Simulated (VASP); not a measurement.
In, 1 atom in the cell. Symmetry: I4/mmm, No. 139, tetragonal system. Conventional cell: a = 3.301 Å, b = 3.301 Å, c = 5.022 Å, α = 90.00°, β = 90.00°, γ = 90.00°. In (site symmetry 4/mmm) has 12 In at 3.30 to 3.43 Å within 4.3 Å.  This cell differs from its parent crystal: strain +0.015 along x and y, +0.015 along z.

```yaml
Program: VASP 6.6.1
Task: single point
Functional: PBEsol
Potentials_or_basis: VASP PAW PBE potentials, release 64 (In_d)
Cutoff: 520 eV
k_mesh: 20 × 20 × 20
Occupations: gaussian, width 0.15 eV
Spin: no spin polarisation
Dipole_correction: no
Further_INCAR_settings: ALGO = Fast; EDIFF = 1e-07; NBANDS = 12
```

Potentials or basis: VASP PAW PBE potentials, release 64 (In_d).

Run with:

```bash
$ cat potpaw_PBE.64/In_d/POTCAR > POTCAR
$ mpirun -np 1 vasp_std > vasp.out
```

Hardware: 1 thread of Intel(R) Xeon(R) 6975P-C (Granite Rapids), on a shared host.

Q: Estimate the wall time of this run.

A: Run time: 2.2 min on 1 thread of Intel(R) Xeon(R) 6975P-C (Granite Rapids), with other jobs on the host, peak memory 0.32 GiB. Counts: scf iterations 17, k points 641.
